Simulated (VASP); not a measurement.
Wanted: the native input for a VASP 6.6.1 run.

* Task: single point
* Functional: PBE
* Potentials or basis: VASP PAW PBE potentials, release 64 (Cd, Te)
* Cutoff: 520 eV
* k mesh: 10 × 10 × 10
* Occupations: gaussian, width 0.05 eV
* Spin: no spin polarisation
* Dipole correction: no
* Further INCAR settings: ALGO = Normal; EDIFF = 1e-07; NBANDS = 16

The structure of CdTe lies in POSCAR:

```
CdTe
1.0
    0.0000000000      3.2590563829      3.2094260826
    3.2590563829      0.0000000000      3.2094260826
    3.2590563829      3.2590563829      0.0000000000
Cd Te
1 1
Direct
    0.0000000000      0.0000000000      0.0000000000
    0.7500000000      0.7500000000      0.7500000000
```

This cell differs from its parent crystal: strain -0.015 along x and y, -0.030 along z.

The input as run:

INCAR

```
SYSTEM = CdTe
PREC = Accurate
ENCUT = 520
EDIFF = 1E-7
ISMEAR = 0
SIGMA = 0.05
LREAL = .False.
LASPH = .True.
NELM = 80
ALGO = Normal
ISIF = 2
LWAVE = .False.
LCHARG = .True.
GGA = PE
LELF = .True.
LVHAR = .True.
NBANDS = 16
```

KPOINTS

```
regular mesh
0
Gamma
  10 10 10
  0 0 0
```

Potentials or basis: VASP PAW PBE potentials, release 64 (Cd, Te).

The run is started by

```console
$ cat potpaw_PBE.64/Cd/POTCAR potpaw_PBE.64/Te/POTCAR > POTCAR
$ mpirun -np 1 vasp_std > vasp.out
```

Results of the run:

| Property | Result |
| --- | --- |
| Pressure | 2.6 GPa |
| Band gap on the k mesh | 0.73 eV |

Caveat: the cell differs from its parent crystal (strain -0.015 along x and y, -0.030 along z); spin-orbit coupling is left out, which moves the levels of the heavy elements.

It took 3 min on 1 thread of Intel Xeon 8259CL, with other jobs on the host, peak memory 0.28 GiB.
